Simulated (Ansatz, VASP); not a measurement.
# Ba in VASP and in Ansatz

```
Ba
1.0
    -3.08564    2.54166    2.54166
     2.54166   -3.08564    2.54166
     2.54166    2.54166   -3.08564
Ba
1
Direct
  0.00000 0.00000 0.00000
```

Alike in both runs: task single point; functional PBE; k mesh 18 × 18 × 18; occupations gaussian, width 0.15 eV; no spin polarisation.

```csv
,VASP,Ansatz
version,VASP 6.6.1,Ansatz 0.2.0
potentials or method,"VASP PAW PBE potentials, release 64 (Ba_sv), cutoff 520 eV","scalar-relativistic, plane waves, PAW"
valence electrons in the cell,10,10
```

Ansatz gave:

- gap on the k mesh at the Fermi level (eV): none
- pressure (GPa): 0.5
- traceless stress, the component that is largest in VASP (GPa): 3.21

Question: Which values does VASP return?

Answer: gap on the k mesh at the Fermi level (eV): none; pressure (GPa): 0.6; traceless stress, the component that is largest in VASP (GPa): 3.30.

A gap of «none» marks a metal or a gap that the smearing closes.

Spin-orbit coupling is off throughout.
